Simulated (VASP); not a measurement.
Runs of VASP 6.6.1 on Cu. The structure is that of space group Fd-3m (No. 227), or close to it. The cells are those of the table. 

```csv
task,cell,cutoff (eV),gap on the mesh (eV),pressure (GPa)
single point,"a = 2.702 Å, angles 60.0°, 2 atoms",520,none,588.0
relaxation of cell and atoms,"relaxed to 600 GPa from a = 2.587 Å, angles 60.0°, 2 atoms",600,none,600.0
relaxation of cell and atoms,"relaxed to 600 GPa from a = 2.702 Å, angles 60.0°, 2 atoms",600,none,600.0
single point,"a = 2.716 Å, angles 60.0°, 2 atoms",520,none,(a)
```

Alike in all rows: level PBE; potentials or basis VASP PAW PBE potentials, release 64 (Cu); no spin polarisation; k mesh 17 × 17 × 17; smearing fermi-dirac 0.08 eV.

Estimate the missing entries.

(a) 563.2.

Caveats: the cell is relaxed towards a set pressure, so the enthalpy falls and the energy may rise (some runs).

A gap of «none» marks levels without a gap at the run's occupations.
